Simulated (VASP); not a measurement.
# SiC in VASP: further runs

Runs on SiC. Level: PBE. Tasks: single point.

Program: VASP 6.6.1. These are calculated values, not measurements. Logs are shortened: lines on timing, memory, paths and dates and some standing lists are left out, and cuts for length are marked.

## Step 1: The cell of the first run

The structure is cubic, space group F-43m (No. 216). Conventional cell: a = 4.380 Å, b = 4.380 Å, c = 4.380 Å, α = 90.00°, β = 90.00°, γ = 90.00°. Within 2.5 Å of Si (site symmetry -43m) lie 4 C at 1.90 Å. C (site symmetry -43m) has 4 Si at 1.90 Å within 2.5 Å.

## Step 2: Single point, PBE

Input file INCAR:

```
PREC = Accurate ; ENCUT = 520
EDIFF = 1E-6 ; ISMEAR = 0
SIGMA = 0.01 ; LREAL = Auto
LASPH = True ; NELM = 80
ALGO = Normal ; ISIF = 2
LWAVE = False ; LCHARG = True
GGA = PE ; LELF = True
LVHAR = True ; NBANDS = 86
```

Input file KPOINTS:

```
Automatic mesh
0
Gamma
  2 2 2
  0.5 0.5 0.5
```

Input file POSCAR:

```
SiC
1.0
   -4.3797259441     -4.3797259441      4.3797259441
    4.3797259441      4.3797259441      4.3797259441
   -4.3797259441      4.3797259441     -4.3797259441
Si C
16 16
Direct
    0.0000000000      0.2500000000      0.0000000000
    0.2500000000      0.2500000000      0.7500000000
    0.0000000000      0.5000000000      0.7500000000
    0.5000000000      0.2500000000      0.5000000000
    0.2500000000      0.5000000000      0.5000000000
    0.0000000000      0.7500000000      0.5000000000
    0.7500000000      0.2500000000      0.2500000000
    0.5000000000      0.5000000000      0.2500000000
    0.2500000000      0.7500000000      0.2500000000
    0.0000000000      0.0000000000      0.2500000000
    0.7500000000      0.5000000000      0.0000000000
    0.5000000000      0.7500000000      0.0000000000
    0.2500000000      0.0000000000      0.0000000000
    0.7500000000      0.7500000000      0.7500000000
    0.5000000000      0.0000000000      0.7500000000
    0.7500000000      0.0000000000      0.5000000000
    0.2500000000      0.5000000000      0.2500000000
    0.5000000000      0.5000000000      0.0000000000
    0.2500000000      0.7500000000      0.0000000000
    0.7500000000      0.5000000000      0.7500000000
    0.5000000000      0.7500000000      0.7500000000
    0.2500000000      0.0000000000      0.7500000000
    0.0000000000      0.5000000000      0.5000000000
    0.7500000000      0.7500000000      0.5000000000
    0.5000000000      0.0000000000      0.5000000000
    0.2500000000      0.2500000000      0.5000000000
    0.0000000000      0.7500000000      0.2500000000
    0.7500000000      0.0000000000      0.2500000000
    0.5000000000      0.2500000000      0.2500000000
    0.0000000000      0.0000000000      0.0000000000
    0.7500000000      0.2500000000      0.0000000000
    0.0000000000      0.2500000000      0.7500000000
```

Potentials or basis: VASP PAW PBE potentials, release 64 (Si, C).

On the command line:

```bash
$ cat potpaw_PBE.64/Si/POTCAR potpaw_PBE.64/C/POTCAR > POTCAR
$ mpirun -np 1 vasp_std > vasp.out
```

OUTCAR:

```text
PREC = Accurate
   ENCUT = 520
   EDIFF = 1E-6
   ISMEAR = 0
   LREAL = Auto
   LASPH = True
   NELM = 80
   ISIF = 2
   GGA = PE

 ion  position               nearest neighbor table
   1  0.000  0.250  0.000-  17 1.90  30 1.90  31 1.90  32 1.90  10 3.10  11 3.10  13 3.10   2 3.10
                             3 3.10   5 3.10   7 3.10  16 3.10   8 3.10   9 3.10  14 3.10  15 3.10
   2  0.250  0.250  0.750-  18 1.90  22 1.90  26 1.90  32 1.90   8 3.10  13 3.10  15 3.10   1 3.10
                             3 3.10   4 3.10   5 3.10  10 3.10  12 3.10  11 3.10   6 3.10  16 3.10
   3  0.000  0.500  0.750-  19 1.90  20 1.90  23 1.90  32 1.90   9 3.10  11 3.10  14 3.10   1 3.10
                             2 3.10   5 3.10   6 3.10   7 3.10  12 3.10  13 3.10  16 3.10   4 3.10
   4  0.500  0.250  0.500-  20 1.90  25 1.90  26 1.90  29 1.90  11 3.10  15 3.10  16 3.10   2 3.10
                             5 3.10   7 3.10   8 3.10  13 3.10  14 3.10   3 3.10   9 3.10  10 3.10
   5  0.250  0.500  0.500-  17 1.90  21 1.90  23 1.90  26 1.90   8 3.10   9 3.10  12 3.10   2 3.10
                             3 3.10   4 3.10   6 3.10   1 3.10  15 3.10  14 3.10  10 3.10   7 3.10
   6  0.000  0.750  0.500-  22 1.90  23 1.90  24 1.90  27 1.90  13 3.10  14 3.10  16 3.10   3 3.10
                             5 3.10   9 3.10  10 3.10  11 3.10   2 3.10  15 3.10   7 3.10   8 3.10
   7  0.750  0.250  0.250-  23 1.90  28 1.90  29 1.90  31 1.90  10 3.10  11 3.10  16 3.10   1 3.10
                             3 3.10   4 3.10   8 3.10  15 3.10   6 3.10   5 3.10  12 3.10  13 3.10
   8  0.500  0.500  0.250-  17 1.90  18 1.90  24 1.90  29 1.90  11 3.10  12 3.10  14 3.10   4 3.10
                             5 3.10   7 3.10   9 3.10   2 3.10  16 3.10   6 3.10  13 3.10   1 3.10
   9  0.250  0.750  0.250-  17 1.90  19 1.90  25 1.90  27 1.90  12 3.10  13 3.10  15 3.10   5 3.10
[... 17 lines left out ...]
  19  0.250  0.750  0.000-   3 1.90   9 1.90  12 1.90  13 1.90
  20  0.750  0.500  0.750-   3 1.90   4 1.90  11 1.90  14 1.90
  21  0.500  0.750  0.750-   5 1.90  12 1.90  14 1.90  15 1.90
  22  0.250  0.000  0.750-   2 1.90   6 1.90  13 1.90  15 1.90
[... 8 lines left out ...]
  31  0.750  0.250  0.000-   1 1.90   7 1.90  11 1.90  15 1.90
  32  0.000  0.250  0.750-   1 1.90   2 1.90   3 1.90  16 1.90

  LATTYP: Found a body centered cubic cell.
 ALAT       =     8.7594518882

  Lattice vectors:

 A1 = (  -4.3797259441,  -4.3797259441,   4.3797259441)
 A2 = (   4.3797259441,   4.3797259441,   4.3797259441)
 A3 = (  -4.3797259441,   4.3797259441,  -4.3797259441)

Analysis of symmetry for initial positions (statically):
=====================================================================
 Subroutine PRICEL returns following result:

  LATTYP: Found a face centered cubic cell.
 ALAT       =     4.3797259441

  Lattice vectors:

 A1 = (   2.1898629720,   2.1898629720,   0.0000000000)
 A2 = (   2.1898629720,   0.0000000000,  -2.1898629720)
 A3 = (   0.0000000000,   2.1898629720,  -2.1898629720)

  16 primitive cells build up your supercell.

 Routine SETGRP: Setting up the symmetry group for a
 body centered cubic supercell.

 Subroutine GETGRP returns: Found 24 space group operations
 (whereof 24 operations were pure point group operations)
 out of a pool of 48 trial point group operations.

The static configuration has the point symmetry T_d .

Analysis of symmetry for dynamics (positions and initial velocities):
=====================================================================
 Subroutine PRICEL returns following result:

  LATTYP: Found a face centered cubic cell.
 ALAT       =     4.3797259441

  Lattice vectors:

 A1 = (   2.1898629720,   2.1898629720,   0.0000000000)
 A2 = (   2.1898629720,   0.0000000000,  -2.1898629720)
 A3 = (   0.0000000000,   2.1898629720,  -2.1898629720)

  16 primitive cells build up your supercell.

 Routine SETGRP: Setting up the symmetry group for a
 body centered cubic supercell.

 Subroutine GETGRP returns: Found 24 space group operations
[... 46 lines left out ...]
   IALGO  =     38    algorithm
   IMIX   =      4    mixing-type and parameters
     AMIX     =   0.40;   BMIX     =  1.00
     AMIX_MAG =   1.60;   BMIX_MAG =  1.00
  volume/ion in A,a.u.               =      10.50        70.87
  Fermi-wavevector in a.u.,A,eV,Ry     =   1.186710  2.242556 19.160817  1.408280
  Thomas-Fermi vector in A             =   2.322877
   LORBIT       =      0    0 simple, 1 ext, 2 COOP (PROOUT), +10 PAW based schemes
   GGA     = PE    functional components
   LHFCALC =     F    Hartree Fock is set to
   AEXX    =    0.0000 exact exchange contribution
   IVDW    =     0    specifies the selected vdW correction
   LEPSILON=     F    determine dielectric tensor
   LRPA    =     F    only Hartree local field effects (RPA)
 non-spin polarized calculation
 Gauss-broadening in eV      SIGMA  =   0.01
  energy-cutoff  :      520.00
  volume of cell :      336.05
 maximum number of plane-waves:      9092
   NGX = 29   NGY = 29   NGZ = 29

 number of electron     127.9999987 magnetization

 Free energy of the ion-electron system (eV)
  ---------------------------------------------------
  ext. energy  EPLUGINS =         0.00000000
  ---------------------------------------------------
  free energy    TOTEN  =      -240.96064284 eV

  energy without entropy =     -240.96064284  energy(sigma->0) =     -240.96064284

 E-fermi :   7.4531     XC(G=0): -11.2906

 val. band max:        7.3384577310   @ k =   0.2500   0.2500   0.2500
 cond. band min:      10.0281340824   @ k =  -0.2500   0.2500   0.2500
 fundamental gap:      2.6896763514
 Fermi energy:         7.4531460123

 k-point     1 :       0.2500    0.2500    0.2500
  band No.  band energies     occupation
      1      -6.1646      2.00000
      2      -6.1646      2.00000
      3      -6.1646      2.00000
      4      -6.1646      2.00000
      5      -3.4500      2.00000
      6      -3.4500      2.00000
[... 68 lines left out ...]
     75      11.6467      0.00000
     76      11.6467      0.00000

 k-point     2 :      -0.2500    0.2500    0.2500
  band No.  band energies     occupation
      1      -6.9440      2.00000
      2      -5.3999      2.00000
      3      -5.3999      2.00000
      4      -5.3999      2.00000
      5      -5.3999      2.00000
      6      -4.1311      2.00000
[... 68 lines left out ...]
     75      13.2561      0.00000
     76      13.2561      0.00000
 [bands above 76 left out]

------------------------ aborting loop because EDIFF is reached ----------------------------------------

  FORCE on cell =-STRESS in cart. coord.  units (eV):
  Direction    XX          YY          ZZ          XY          YZ          ZX
  --------------------------------------------------------------------------------------
  -------------------------------------------------------------------------------------
  Total        0.0131968      0.0131968      0.0131968      0.0000000      0.0000000     -0.0000000
  in kB        0.0629186      0.0629186      0.0629186      0.0000000      0.0000000     -0.0000000
  external PRESSURE =       0.0629186 kB  Pullay stress =       0.0000000 kB

 VOLUME and BASIS-vectors are now :
 -----------------------------------------------------------------------------
  energy-cutoff  :      520.00
  volume of cell :      336.05
      direct lattice vectors                 reciprocal lattice vectors
    -4.379725944 -4.379725944  4.379725944    -0.114162394  0.000000000  0.114162394
     4.379725944  4.379725944  4.379725944     0.000000000  0.114162394  0.114162394
    -4.379725944  4.379725944 -4.379725944    -0.114162394  0.114162394  0.000000000

 POSITION                                       TOTAL-FORCE (eV/Angst)
 -----------------------------------------------------------------------------------
      1.09493      1.09493      1.09493         0.000000      0.000000      0.000000
     -3.28479      3.28479     -1.09493         0.000000     -0.000000      0.000000
     -1.09493      5.47466     -1.09493        -0.000000      0.000000     -0.000000
     -3.28479      1.09493      1.09493        -0.000000      0.000000     -0.000000
     -1.09493      3.28479      1.09493        -0.000000      0.000000     -0.000000
      1.09493      5.47466      1.09493         0.000000      0.000000      0.000000
[... 24 lines left out ...]
     -2.18986     -2.18986      4.37973         0.000000     -0.000000     -0.000000
     -2.18986      4.37973     -2.18986         0.000000     -0.000000     -0.000000
 -----------------------------------------------------------------------------------
    total drift:                                0.000009     -0.000009     -0.000009

  FREE ENERGIE OF THE ION-ELECTRON SYSTEM (eV)
  ---------------------------------------------------
  free  energy   TOTEN  =      -240.9606428385 eV

  energy  without entropy=     -240.9606428385  energy(sigma->0) =     -240.96064284
```

Run time: 1.8 min. Hardware: 1 thread of Intel Xeon 6975P-C, shared host; peak memory 0.4 GiB.

Results:

* Free energy: -240.9606 eV
* Pressure: 0.0 GPa
* Band gap on the k mesh: 2.69 eV

Levels at points of the mesh, in eV from the valence-band top:
| k point | band 60 | band 61 | band 62 | band 63 | band 64 | band 65 | band 66 | band 67 | band 68 | band 69 |
| --- | --- | --- | --- | --- | --- | --- | --- | --- | --- | --- |
| (0.25, 0.25, 0.25) | 0.00 | 0.00 | 0.00 | 0.00 | 0.00 | 4.31 | 4.31 | 4.31 | 4.31 | 4.31 |

## Step 3: Single point, PBE (biaxial strain in the a-b plane: -3.0 %, then relaxed in part)

Input file INCAR:

```
ALGO = Normal
EDIFF = 1E-7
ENCUT = 520
GGA = PE
ISIF = 2
ISMEAR = 0
LASPH = T
LCHARG = T
LELF = T
LREAL = F
LVHAR = T
LWAVE = F
NBANDS = 16
NELM = 80
PREC = Accurate
SIGMA = 0.02
```

Input file KPOINTS:

```
k-points
0
Gamma
  10 10 6
```

Input file POSCAR:

```
SiC
1.0
    2.1241670817      2.1241670817      0.0000000000
   -2.1241670817      2.1241670817      0.0000000000
    0.0000000000      0.0000000000      4.4641702292
Si C
2 2
Direct
    0.5000000000      0.0000000000      0.7500000000
    0.0000000000      0.5000000000      0.2500000000
    0.0000000000      0.0000000000      0.0000000000
    0.5000000000      0.5000000000      0.5000000000
```

Potentials or basis: VASP PAW PBE potentials, release 64 (Si, C).

On the command line:

```bash
$ cat potpaw_PBE.64/Si/POTCAR potpaw_PBE.64/C/POTCAR > POTCAR
$ mpirun -np 1 vasp_std > vasp.out
```

Run time: 21 s. Hardware: 1 thread of Intel Xeon 6975P-C (Granite Rapids), shared host; peak memory 0.18 GiB.

Results (log left out):

| Quantity | Value |
| --- | --- |
| Free energy | -30.0149 eV |
| Pressure | 9.4 GPa |
| Band gap on the k mesh | 1.06 eV |

Stress tensor (GPa, compression positive):
```
14.13  0.00  0.00
 0.00 14.13  0.00
 0.00  0.00 -0.09
```

Levels at points of the mesh, in eV from the valence-band top:
```
           k point  band 5  band 6  band 7  band 8  band 9  band 10  band 11  band 12
(0.00, 0.00, 0.00)   -2.99   -0.37    0.00    0.00    1.52     4.87     6.40     7.34
(0.50, 0.00, 0.00)   -4.84   -4.84   -0.97   -0.97    5.93     5.93     8.73     8.73
(0.50, 0.50, 0.00)   -3.58   -3.58   -3.49   -3.49    1.06     1.06     4.00     4.00
(0.00, 0.00, 0.50)   -1.81   -1.81   -1.81   -1.81    4.05     4.05     6.64     6.64
(0.50, 0.00, 0.50)   -1.51   -1.51   -0.87   -0.87    5.26     5.26     7.12     7.12
(0.50, 0.50, 0.50)   -5.17   -5.17   -4.91   -4.91    4.67     4.67     8.69     8.69
```

Caveat: the cell differs from its parent crystal (biaxial strain in the a-b plane: -3.0 %, then relaxed in part). A k mesh can miss the band edges.

## Step 4: Single point, PBE (biaxial strain in the a-b plane: -3.0 %)

Input file INCAR:

```
PREC = Accurate
ENCUT = 520
EDIFF = 1E-6
ISMEAR = 0
SIGMA = 0.02
LREAL = False
LASPH = True
NELM = 80
ALGO = Normal
ISIF = 2
LWAVE = False
LCHARG = False
GGA = PE
NBANDS = 16
```

Input file KPOINTS:

```
Automatic mesh
0
Gamma
  10 10 6
```

Edit POSCAR of step 3 so:

```diff
@@ -4,3 +4,3 @@
    -2.1241670817      2.1241670817      0.0000000000
-    0.0000000000      0.0000000000      4.4641702292
+    0.0000000000      0.0000000000      4.4585610087
 Si C
```

On the command line:

```bash
$ cat potpaw_PBE.64/Si/POTCAR potpaw_PBE.64/C/POTCAR > POTCAR
$ mpirun -np 1 vasp_std > vasp.out
```

Run time: 27 s. Hardware: 1 thread of Intel Xeon 6975P-C (Granite Rapids), shared host; peak memory 0.17 GiB.

Results (log left out):

```
Free energy            : -30.0148 eV
Pressure               : 9.7 GPa
Band gap on the k mesh : 1.07 eV
```

Stress tensor (GPa, compression positive):
```
14.32  0.00  0.00
 0.00 14.32  0.00
 0.00  0.00  0.49
```

Levels at points of the mesh, in eV from the valence-band top:
```tsv
k point	band 5	band 6	band 7	band 8	band 9	band 10	band 11	band 12
(0.00, 0.00, 0.00)	-3.00	-0.36	0.00	0.00	1.52	4.86	6.42	7.35
(0.50, 0.00, 0.00)	-4.83	-4.83	-0.98	-0.98	5.93	5.93	8.75	8.75
(0.50, 0.50, 0.00)	-3.57	-3.57	-3.49	-3.49	1.07	1.07	4.02	4.02
(0.00, 0.00, 0.50)	-1.82	-1.82	-1.82	-1.82	4.05	4.05	6.64	6.64
(0.50, 0.00, 0.50)	-1.49	-1.49	-0.87	-0.87	5.29	5.29	7.13	7.13
(0.50, 0.50, 0.50)	-5.18	-5.18	-4.91	-4.91	4.69	4.69	8.73	8.73
```

Caveat: the cell differs from its parent crystal (biaxial strain in the a-b plane: -3.0 %).

## Step 5: Single point, PBE (biaxial strain in the a-b plane: -2.0 %, then relaxed in part)

Input file INCAR:

```
SYSTEM = SiC
PREC = Accurate
ENCUT = 520
EDIFF = 1E-6
ISMEAR = 0
SIGMA = 0.02
LREAL = .FALSE.
LASPH = .TRUE.
NELM = 60
ALGO = Normal
ISIF = 2
LWAVE = .FALSE.
LCHARG = .FALSE.
GGA = PE
NBANDS = 16
```

Input file KPOINTS:

```
Automatic mesh
0
G
  10 10 6
  0 0 0
```

Input file POSCAR:

```
SiC
1.0
    2.1460657114      2.1460657114      0.0000000000
   -2.1460657114      2.1460657114      0.0000000000
    0.0000000000      0.0000000000      4.4365911569
Si C
2 2
Direct
    0.5000000000      0.0000000000      0.7500000000
    0.0000000000      0.5000000000      0.2500000000
    0.0000000000      0.0000000000      0.0000000000
    0.5000000000      0.5000000000      0.5000000000
```

On the command line:

```bash
$ cat potpaw_PBE.64/Si/POTCAR potpaw_PBE.64/C/POTCAR > POTCAR
$ mpirun -np 1 vasp_std > vasp.out
```

Run time: 17 s. Hardware: 1 thread of Intel Xeon 6975P-C (Granite Rapids), shared host; peak memory 0.17 GiB.

Results (log left out):

```yaml
Free_energy: -30.0753 eV
Pressure: 6.0 GPa
Band_gap_on_the_k_mesh: 1.17 eV
```

Stress tensor (GPa, compression positive):
```
 9.08  0.00  0.00
 0.00  9.08  0.00
 0.00  0.00 -0.08
```

Levels at points of the mesh, in eV from the valence-band top:
| k point | band 5 | band 6 | band 7 | band 8 | band 9 | band 10 | band 11 | band 12 |
| --- | --- | --- | --- | --- | --- | --- | --- | --- |
| (0.00, 0.00, 0.00) | -3.05 | -0.24 | 0.00 | 0.00 | 1.47 | 4.67 | 6.29 | 7.29 |
| (0.50, 0.00, 0.00) | -4.65 | -4.65 | -1.04 | -1.04 | 5.78 | 5.78 | 8.73 | 8.73 |
| (0.50, 0.50, 0.00) | -3.43 | -3.43 | -3.38 | -3.38 | 1.17 | 1.17 | 4.09 | 4.09 |
| (0.00, 0.00, 0.50) | -1.85 | -1.85 | -1.85 | -1.85 | 4.04 | 4.04 | 6.51 | 6.51 |
| (0.50, 0.00, 0.50) | -1.34 | -1.34 | -0.93 | -0.93 | 5.34 | 5.34 | 7.07 | 7.07 |
| (0.50, 0.50, 0.50) | -5.08 | -5.08 | -4.81 | -4.81 | 4.85 | 4.85 | 8.91 | 8.91 |

Caveat: the cell differs from its parent crystal (biaxial strain in the a-b plane: -2.0 %, then relaxed in part). A k mesh can miss the band edges.

## Step 6: Single point, PBE (biaxial strain in the a-b plane: -2.0 %)

Input file INCAR:

```
SYSTEM = SiC
PREC = Accurate
ENCUT = 520
EDIFF = 1E-6
ISMEAR = 0
SIGMA = 0.02
LREAL = .False.
LASPH = .True.
NELM = 100
ALGO = Normal
ISIF = 2
LWAVE = .False.
LCHARG = .True.
GGA = PE
LELF = .True.
LVHAR = .True.
NBANDS = 16
```

Input file KPOINTS:

```
regular mesh
0
Gamma
  10 10 6
  0 0 0
```

Edit POSCAR of step 5 so:

```diff
@@ -4,3 +4,3 @@
    -2.1460657114      2.1460657114      0.0000000000
-    0.0000000000      0.0000000000      4.4365911569
+    0.0000000000      0.0000000000      4.4322826530
 Si C
```

Potentials or basis: VASP PAW PBE potentials, release 64 (Si, C).

On the command line:

```bash
$ cat potpaw_PBE.64/Si/POTCAR potpaw_PBE.64/C/POTCAR > POTCAR
$ mpirun -np 1 vasp_std > vasp.out
```

Run time: 20 s. Hardware: 1 thread of Intel Xeon 6975P-C (Granite Rapids), shared host; peak memory 0.17 GiB.

It converged, with:

* Free energy: -30.0753 eV
* Pressure: 6.3 GPa
* Band gap on the k mesh: 1.17 eV

Stress tensor (GPa, compression positive):
```
9.22 0.00 0.00
0.00 9.22 0.00
0.00 0.00 0.35
```

Levels at points of the mesh, in eV from the valence-band top:
| k point | band 6 | band 7 | band 8 | band 9 | band 10 | band 11 |
| --- | --- | --- | --- | --- | --- | --- |
| (0.00, 0.00, 0.00) | -0.23 | 0.00 | 0.00 | 1.47 | 4.66 | 6.31 |
| (0.50, 0.00, 0.00) | -4.65 | -1.04 | -1.04 | 5.78 | 5.78 | 8.74 |
| (0.50, 0.50, 0.00) | -3.43 | -3.37 | -3.37 | 1.17 | 1.17 | 4.11 |
| (0.00, 0.00, 0.50) | -1.85 | -1.85 | -1.85 | 4.05 | 4.05 | 6.51 |
| (0.50, 0.00, 0.50) | -1.34 | -0.93 | -0.93 | 5.36 | 5.36 | 7.08 |
| (0.50, 0.50, 0.50) | -5.09 | -4.81 | -4.81 | 4.86 | 4.86 | 8.93 |

Caveat: the cell differs from its parent crystal (biaxial strain in the a-b plane: -2.0 %).

## Step 7: Overview

```csv
cell,k mesh,smearing,gap on the mesh (eV),pressure (GPa)
"a = 7.586 Å, angles 109.5°, 32 atoms","2 × 2 × 2, shifted",gaussian 0.01 eV,2.69,0.0
"a = 3.004, b = 3.004, c = 4.464 Å, 4 atoms",10 × 10 × 6,gaussian 0.02 eV,1.06,9.4
"a = 3.004, b = 3.004, c = 4.459 Å, 4 atoms",10 × 10 × 6,gaussian 0.02 eV,1.07,9.7
"a = 3.035, b = 3.035, c = 4.437 Å, 4 atoms",10 × 10 × 6,gaussian 0.02 eV,1.17,6.0
"a = 3.035, b = 3.035, c = 4.432 Å, 4 atoms",10 × 10 × 6,gaussian 0.02 eV,1.17,6.3
```

Alike in all rows: task single point; level PBE; potentials or basis VASP PAW PBE potentials, release 64 (Si, C); no spin polarisation; cutoff (eV) 520.

Absolute energies hang on the potentials; compare differences alone.
